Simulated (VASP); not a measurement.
Crystal: Co.

```
Co
1.0
     2.48736    0.00000    0.00000
    -1.24368    2.15412    0.00000
     0.00000    0.00000    4.06329
Co
2
Direct
  0.33333 0.66667 0.74014
  0.66667 0.33333 0.25986
```

Base run:

```yaml
Program: VASP 6.6.1
Functional: r2SCAN
Potentials_or_basis: VASP PAW PBE potentials, release 64 (Co)
Cutoff: 520 eV
k_mesh: 12 × 12 × 7
Occupations: fermi-dirac, width 0.05 eV
Spin: collinear spin, ferromagnetic start
Starting_moments: "[2.0, 2.0] μB"
```

Its results: pressure -3.4 GPa; net moment 3.58 μB per cell; site moments Co +1.85 μB; largest force 0.190 eV/Å.

The run is repeated on the same cell with these changes: functional from r2SCAN to PBEsol. What comes out?

Pressure -10.0 GPa; net moment 3.25 μB per cell; site moments Co +1.64 μB; largest force 0.429 eV/Å.

Caveats: the PAW data sets were made with another functional, which shifts forces and pressure a little.
